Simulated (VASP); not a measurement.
Input of a VASP 6.6.1 run:

Contents of INCAR:

```
PREC     = Accurate       # precision mode
ENCUT    = 520            # plane-wave cutoff, eV
EDIFF    = 1E-6           # SCF threshold, eV
ISMEAR   = 0              # smearing method
SIGMA    = 0.05           # smearing width, eV
LREAL    = False          # projectors in reciprocal space
LASPH    = True           # aspherical terms in the spheres
NELM     = 60             # most SCF steps
ALGO     = Normal         # electronic algorithm
ISIF     = 2              # what is computed and relaxed
LWAVE    = False          # write WAVECAR
LCHARG   = True           # write CHGCAR
GGA      = CA             # functional
LELF     = True           # ELF
LVHAR    = True         
NBANDS   = 36             # bands
```

The input KPOINTS:

```
regular mesh
0
Gamma
  12 12 2
```

The input POSCAR:

```
C
1.0
    2.6084000000      0.0000000000      0.0000000000
   -1.3042000000      2.2589406632      0.0000000000
    0.0000000000      0.0000000000     12.7015000000
C
12
Direct
    0.0000000000      0.0000000000      0.1868599868
    0.0000000000      0.0000000000      0.6868599868
    0.0000000000      0.0000000000      0.3131400132
    0.0000000000      0.0000000000      0.8131400132
    0.3333333333      0.6666666667      0.5207718743
    0.6666666667      0.3333333333      0.0207718743
    0.3333333333      0.6666666667      0.9792281257
    0.6666666667      0.3333333333      0.4792281257
    0.3333333333      0.6666666667      0.6450609412
    0.6666666667      0.3333333333      0.1450609412
    0.3333333333      0.6666666667      0.8549390588
    0.6666666667      0.3333333333      0.3549390588
```

Potentials or basis: VASP PAW LDA potentials, release 64 (C).

Launch:

```bash
$ cat potpaw_LDA.64/C/POTCAR > POTCAR
$ mpirun -np 1 vasp_std > vasp.out
```

Question: Predict the pressure.

Answer: -45.0 GPa.

Question: Estimate the band gap on the k mesh.

Answer: 4.08 eV, indirect (least direct gap 4.97 eV).

Question: Estimate the largest force.

Answer: 0.061 eV/Å.

Stress tensor (GPa, compression positive):
```
-48.88   0.00   0.00
  0.00 -48.88   0.00
  0.00   0.00 -37.12
```

A k mesh can miss the band edges.
